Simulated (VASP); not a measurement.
A run of VASP 6.6.1 is set up as follows.

Contents of INCAR:

```
SYSTEM = In2GaP3
PREC = Accurate ; ENCUT = 520
EDIFF = 1E-7 ; ISMEAR = -1
SIGMA = 0.05 ; LREAL = .False.
LASPH = .True. ; NELM = 60
ALGO = Normal ; ISIF = 2
LWAVE = .False. ; LCHARG = .True.
GGA = RE ; LELF = .True.
LVHAR = .True. ; NBANDS = 66
```

The input KPOINTS:

```
Automatic mesh
0
Gamma
  4 4 1
  0 0 0
```

Contents of POSCAR:

```
In2GaP3
1.0
    3.8334610000      0.0000000000      0.0000000000
   -1.9167310000      3.3198750000      0.0000000000
    0.0000000000      0.0000000000     20.7676930000
Ga In P
2 4 6
Direct
    0.3262200000      0.6389090000      0.0017110000
    0.6809990000      0.3528680000      0.1510040000
    0.3172400000      0.6640330000      0.3039020000
    0.3396570000      0.6809190000      0.6507710000
    0.6608750000      0.3462120000      0.4796020000
    0.6701520000      0.3550870000      0.8277450000
    0.3397530000      0.6717810000      0.1153230000
    0.3191450000      0.6496170000      0.4315330000
    0.3306360000      0.6600110000      0.7836210000
    0.6517190000      0.3332890000      0.2661330000
    0.6710500000      0.3289050000      0.6090570000
    0.6824700000      0.3343950000      0.9560510000
```

Potentials or basis: VASP PAW PBE potentials, release 64 (Ga_d, In_d, P).

Command:

```bash
$ cat potpaw_PBE.64/Ga_d/POTCAR potpaw_PBE.64/In_d/POTCAR potpaw_PBE.64/P/POTCAR > POTCAR
$ mpirun -np 1 vasp_std > vasp.out
```

Question: What does it give for the largest force?

Answer: 2.330 eV/Å.

Question: What does it give for the pressure?

Answer: 12.7 GPa.

Question: What does it give for the band gap on the k mesh?

Answer: 0.42 eV, direct.

Stress tensor (GPa, compression positive):
```
19.94 -0.10  0.71
-0.10 17.10 -1.28
 0.71 -1.28  0.93
```

Caveat: the k points lie up to 0.47 Å⁻¹ apart; the PAW data sets were made with another functional, which shifts forces and pressure a little; spin-orbit coupling is left out, which moves the levels of the heavy elements.
